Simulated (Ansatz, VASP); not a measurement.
Ta in VASP and in Ansatz

Contents of INCAR:

```
PREC     = Accurate       # precision mode
ENCUT    = 520            # plane-wave cutoff, eV
EDIFF    = 1E-6           # SCF threshold, eV
ISMEAR   = 0              # smearing method
SIGMA    = 0.15           # smearing width, eV
LREAL    = F              # projectors in reciprocal space
LASPH    = T              # aspherical terms in the spheres
NELM     = 80             # most SCF steps
ALGO     = Fast           # electronic algorithm
ISIF     = 2              # what is computed and relaxed
LWAVE    = F              # write WAVECAR
LCHARG   = T              # write CHGCAR
GGA      = CA             # functional
LELF     = T              # ELF
LVHAR    = T            
NBANDS   = 18             # bands
```

KPOINTS

```
regular mesh
0
Gamma
  12 12 8
```

Contents of POSCAR:

```
Ta
1.0
    2.8385205507      0.0000000000      0.0000000000
   -1.4192602754      2.4582309061      0.0000000000
    0.0000000000      0.0000000000      5.0658835793
Ta
2
Direct
    0.5397423609      0.2535896694      0.7510455505
    0.4602576391      0.7464103306      0.2489544495
```

Input for Ansatz:

```yaml
crystal:
  lattice:
    - [2.8385205507, 0.0, 0.0]
    - [-1.4192602754, 2.4582309061, 0.0]
    - [0.0, 0.0, 5.0658835793]
  atoms:
    - { symbol: Ta, position: [0.5397423609, 0.2535896694, 0.7510455505] }
    - { symbol: Ta, position: [0.4602576391, 0.7464103306, 0.2489544495] }
basis:
  ecutwfc: 420
kpoints:
  mp_grid: { grid: [12, 12, 8] }
hamiltonian:
  xc: lda
scf:
  occupations: { method: gaussian, width: 0.15 }
output:
  forces: true
  stress: true
  eigenvalues: true
```

Change from the starting cell: all atoms moved at random, sigma 0.25 Å a component.

Alike in both runs: task single point; functional LDA; k mesh 12 × 12 × 8; occupations gaussian, width 0.15 eV; no spin polarisation.

```csv
,VASP,Ansatz
version,VASP 6.6.1,Ansatz 0.2.0
potentials or method,"VASP PAW LDA potentials, release 64 (Ta_pv), cutoff 520 eV","scalar-relativistic, plane waves, PAW"
valence electrons in the cell,22,26
```

|  | VASP | Ansatz | Ansatz less VASP |
| --- | --- | --- | --- |
| gap on the k mesh at the Fermi level (eV) | none | none | - |
| pressure (GPa) | 0.0 | -0.8 | -0.80 |
| traceless stress, the component that is largest in VASP (GPa) | 9.35 | 9.33 | -0.018 |
| rms of the force components (eV/Å) | 0.317 | 0.317 | +0.0005 |

LDA's correlation is that of Perdew and Zunger in VASP and of Perdew and Wang (1992) in Ansatz. Atom by atom the forces differ by 0.001 eV/Å (rms over components). A gap of «none» marks a metal or a gap that the smearing closes. VASP's potentials hold 22 valence electrons a cell and Ansatz's 26, so a difference there can come from the potentials and not from the codes.

Neither program's run includes spin-orbit coupling.
